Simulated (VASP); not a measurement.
Set up this calculation in VASP 6.6.1, as the native input.

```
Task                   : single point
Functional             : PBE
Potentials or basis    : VASP PAW PBE potentials, release 64 (Mo_sv)
Cutoff                 : 520 eV
k mesh                 : 24 × 24 × 14
Occupations            : gaussian, width 0.15 eV
Spin                   : no spin polarisation
Dipole correction      : no
Further INCAR settings : ALGO = Fast; EDIFF = 1e-06; NBANDS = 21
```

The structure of Mo lies in POSCAR:

```
Mo
1.0
   -1.5802194352      1.5802194352      1.5802194352
    1.5802194352     -1.5802194352      1.5802194352
    3.1604388703      3.1604388703      0.0000000000
Mo
2
Direct
   -0.0083901336      0.0083901336      0.0000000000
    0.5083901336      0.4916098664      0.5000000000
```

This cell differs from its parent crystal: mode 5 (192.3 1/cm) frozen in, largest displacement +0.037 Å.

One way to write it, as run:

INCAR

```
PREC = Accurate ; ENCUT = 520
EDIFF = 1E-6 ; ISMEAR = 0
SIGMA = 0.15 ; LREAL = F
LASPH = T ; NELM = 80
ALGO = Fast ; ISIF = 2
LWAVE = F ; LCHARG = T
GGA = PE ; LELF = T
LVHAR = T ; NBANDS = 21
```

KPOINTS

```
regular mesh
0
Gamma
  24 24 14
```

Potentials or basis: VASP PAW PBE potentials, release 64 (Mo_sv).

The run is started by

```console
$ cat potpaw_PBE.64/Mo_sv/POTCAR > POTCAR
$ mpirun -np 1 vasp_std > vasp.out
```

It gave:

| Property | Result |
| --- | --- |
| Pressure | 0.7 GPa |
| Largest force | 0.482 eV/Å |
| Band gap on the k mesh | zero (band 14 reaches 14.24 eV, above the bottom of band 15 at 11.45 eV) |

Caveat: the cell differs from its parent crystal (mode 5 (192.3 1/cm) frozen in, largest displacement +0.037 Å).

Wall time 4.4 min on 1 thread of Intel(R) Xeon(R) 6975P-C (Granite Rapids), on a shared host, peak memory 0.68 GiB.
